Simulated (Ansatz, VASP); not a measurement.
**Al2GaP3 in VASP and in Ansatz**

```xyz
6
Lattice="-1.9475 1.9475 8.2572 1.9475 -1.9475 8.2572 1.9475 1.9475 -8.2572" Properties=species:S:1:pos:R:3 pbc="T T T"
Al    0.0000    0.0000   11.0097
Al    0.0000    0.0000    5.5046
Ga    0.0000    0.0000    0.0000
P     1.9475    0.0000    6.8748
P     1.9475    0.0000    1.3823
P     0.0000    1.9475    4.1286
```

Alike in both runs: task single point; functional PBE; k mesh 6 × 6 × 6; occupations gaussian, width 0.1 eV; no spin polarisation.

|  | VASP | Ansatz |
| --- | --- | --- |
| version | VASP 6.6.1 | Ansatz 0.2.0 |
| potentials or method | VASP PAW PBE potentials, release 64 (Al, Ga_d, P), cutoff 500 eV | scalar-relativistic, plane waves, PAW |
| valence electrons in the cell | 34 | 34 |

|  | VASP | Ansatz | Ansatz less VASP |
| --- | --- | --- | --- |
| gap on the k mesh at the Fermi level (eV) | 1.64 | 1.64 | +0.001 |
| least direct gap on the mesh (eV) | 1.84 | 1.84 | +0.002 |
| pressure (GPa) | 0.0 | 0.0 | +0.08 |
| traceless stress, the component that is largest in VASP (GPa) | -0.08 | -0.08 | 0.000 |

The functional is the same, so the differences come from potentials, cutoffs and numerics.
